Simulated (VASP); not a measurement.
# C in VASP: notebook, part 3 of 3

VASP 6.6.1. The steps go on from the part before.

## 6. Single point, PBEsol+D3(BJ) (atoms displaced along several vibrational modes)

The input, INCAR:

```
SYSTEM = C
  PREC = Accurate
  ENCUT = 600
  EDIFF = 1E-6
  ISMEAR = 0
  SIGMA = 0.15
  LREAL = .FALSE.
  LASPH = .TRUE.
  NELM = 120
  ALGO = Normal
  ISIF = 2
  LWAVE = .FALSE.
  LCHARG = .FALSE.
  GGA = PS
  IVDW = 12
  NBANDS = 16
  GGA_COMPAT = .FALSE.
```

The input, KPOINTS:

```
regular mesh
0
G
  18 12 10
  0 0 0
```

The input, POSCAR:

```
C
1.0
   -2.4576582504      0.0000000000      0.0000000000
    0.0000000000      0.0000000000     -3.5294825081
    0.0000000000     -4.2567889574      0.0000000000
C
4
Direct
    0.5000000000      0.0000000000      0.1560953181
    0.0000000000      0.0000000000      0.6490477524
    0.0000000000      0.0000000000      0.3439046819
    0.5000000000      0.0000000000      0.8509522476
```

Potentials or basis: VASP PAW PBE potentials, release 64 (C).

On the command line:

```bash
cat potpaw_PBE.64/C/POTCAR > POTCAR
mpirun -np 1 vasp_std > vasp.out
```

Wall time 7.7 min (1 thread of Intel Xeon 8259CL, shared host); peak memory 0.33 GiB.

It converged, with:

```yaml
Free_energy: -38.0709 eV
Pressure: 7.6 GPa
Largest_force: 8.658 eV/Å
Band_gap_on_the_k_mesh: zero (bands 8 and 9 overlap by 0.69 eV)
Dispersion_energy_per_atom: -0.105 eV
```

Forces in eV/Å, atoms in the order of the input:
```
C    0.000 -6.534  0.000
C    0.000 -8.658  0.000
C    0.000  6.534  0.000
C    0.000  8.658  0.000
```

Stress tensor (GPa, compression positive):
```
-4.13  0.00  0.00
 0.00 27.73  0.00
 0.00  0.00 -0.70
```

Levels at points of the mesh, in eV from the Fermi level:
| k point | band 4 | band 5 | band 6 | band 7 | band 8 | band 9 | band 10 | band 11 | band 12 | band 13 |
| --- | --- | --- | --- | --- | --- | --- | --- | --- | --- | --- |
| (0.00, 0.00, 0.00) | -6.67 | -5.49 | -4.38 | -0.82 | -0.56 | 1.18 | 3.95 | 6.31 | 7.95 | 10.60 |
| (0.50, 0.00, 0.00) | -9.61 | -9.34 | -9.34 | -2.30 | -2.30 | 4.42 | 4.42 | 8.99 | 8.99 | 10.33 |
| (0.00, 0.50, 0.00) | -8.21 | -5.45 | -4.35 | -1.77 | -0.79 | -0.03 | 6.36 | 8.24 | 9.40 | 10.71 |
| (0.50, 0.50, 0.00) | -9.54 | -9.24 | -9.24 | -3.44 | -3.44 | 3.45 | 3.45 | 9.91 | 9.91 | 10.21 |
| (0.00, 0.00, 0.50) | -7.86 | -5.04 | -4.75 | -4.14 | -3.45 | 5.74 | 5.83 | 7.43 | 7.76 | 8.86 |
| (0.50, 0.00, 0.50) | -12.57 | -6.35 | -6.35 | -2.06 | -2.06 | 3.49 | 3.49 | 6.89 | 6.89 | 11.02 |
| (0.00, 0.50, 0.50) | -7.80 | -6.48 | -6.23 | -4.11 | -3.42 | 6.74 | 7.05 | 9.04 | 9.39 | 10.88 |
| (0.50, 0.50, 0.50) | -12.44 | -6.31 | -6.31 | -3.08 | -3.08 | 1.93 | 1.93 | 7.14 | 7.14 | 13.19 |

Caveat: the cell differs from its parent crystal (atoms displaced along several vibrational modes); the stress differs along the axes, from -4 to 28 GPa; the PAW data sets were made with another functional, which shifts forces and pressure a little.

## 7. Single point, PBEsol+D3(BJ) (atoms displaced along several vibrational modes)

The input, INCAR:

```
PREC = Accurate
ENCUT = 600
EDIFF = 1E-6
ISMEAR = 0
SIGMA = 0.15
LREAL = False
LASPH = True
NELM = 120
ALGO = Normal
ISIF = 2
LWAVE = False
LCHARG = False
GGA = PS
IVDW = 12
NBANDS = 16
GGA_COMPAT = False
```

The input, KPOINTS:

```
regular mesh
0
Gamma
  18 12 10
```

The input, POSCAR:

```
C
1.0
   -2.4576582504      0.0000000000      0.0000000000
    0.0000000000      0.0000000000     -3.5294825081
    0.0000000000     -4.2567889574      0.0000000000
C
4
Direct
    0.5000000000      0.0000000000      0.1842855810
    0.0000000000      0.0000000000      0.6631428838
    0.0000000000      0.0000000000      0.3157144190
    0.5000000000      0.0000000000      0.8368571162
```

On the command line:

```bash
cat potpaw_PBE.64/C/POTCAR > POTCAR
mpirun -np 1 vasp_std > vasp.out
```

It took 8.3 min on 1 thread of Intel Xeon 8259CL, shared host; peak memory 0.33 GiB.

It converged, with:

| Property | Result |
| --- | --- |
| Free energy | -38.4614 eV |
| Pressure | 3.1 GPa |
| Largest force | 6.673 eV/Å |
| Band gap on the k mesh | zero (bands 8 and 9 overlap by 0.29 eV) |
| Dispersion energy per atom | -0.104 eV |

Forces on the atoms (eV/Å):
```
C    0.000  6.673  0.000
C    0.000 -0.531  0.000
C    0.000 -6.673  0.000
C    0.000  0.531  0.000
```

Stress tensor (GPa, compression positive):
```
13.75  0.00  0.00
 0.00 -4.29  0.00
 0.00  0.00 -0.29
```

Levels at points of the mesh, in eV from the Fermi level:
```tsv
k point	band 4	band 5	band 6	band 7	band 8	band 9	band 10	band 11	band 12	band 13
(0.00, 0.00, 0.00)	-7.26	-6.96	-3.51	-2.20	-1.97	3.12	3.66	6.56	7.77	9.37
(0.50, 0.00, 0.00)	-10.82	-8.57	-8.57	-1.99	-1.99	2.96	2.96	9.10	9.10	11.37
(0.00, 0.50, 0.00)	-8.49	-7.23	-3.48	-3.26	-1.94	1.57	6.72	7.96	9.18	9.45
(0.50, 0.50, 0.00)	-10.72	-8.49	-8.49	-3.25	-3.25	2.08	2.08	10.45	10.45	12.02
(0.00, 0.00, 0.50)	-6.73	-6.43	-5.70	-4.85	-4.51	5.41	5.55	7.25	7.41	8.17
(0.50, 0.00, 0.50)	-13.30	-6.12	-6.12	-1.64	-1.64	2.05	2.05	7.07	7.07	10.73
(0.00, 0.50, 0.50)	-7.08	-6.71	-6.36	-6.35	-4.48	6.56	7.33	7.79	8.33	10.58
(0.50, 0.50, 0.50)	-13.17	-6.09	-6.09	-2.74	-2.74	0.68	0.68	7.35	7.35	13.06
```

Caveat: the cell differs from its parent crystal (atoms displaced along several vibrational modes); the stress differs along the axes, from -4 to 14 GPa; the PAW data sets were made with another functional, which shifts forces and pressure a little.

## 8. Summary

```tsv
cell	gap on the mesh (eV)	pressure (GPa)	largest force (eV/Å)
as given, atomic positions A	none	6.8	9.59
as given, atomic positions B	none	6.9	9.04
as given, atomic positions C	none	3.4	6.81
as given, atomic positions D	none	3.5	4.41
as given, atomic positions E	none	7.6	8.66
as given, atomic positions F	none	3.1	6.67
```

Alike in all rows: task single point; level PBEsol+D3(BJ); potentials or basis VASP PAW PBE potentials, release 64 (C); no spin polarisation; k mesh 18 × 12 × 10; cutoff (eV) 600; smearing gaussian 0.15 eV.

Caveats: the PAW data sets were made with another functional, which shifts forces and pressure a little; the stress differs along the axes, from -0 to 18 GPa (at least some runs); the stress differs along the axes, from -4 to 25 GPa (at least some runs); the stress differs along the axes, from -0 to 10 GPa (at least some runs); the stress differs along the axes, from -4 to 15 GPa (at least some runs); the stress differs along the axes, from -4 to 28 GPa (at least some runs); the stress differs along the axes, from -4 to 14 GPa (at least some runs).

Absolute energies hang on the potentials; compare differences alone.
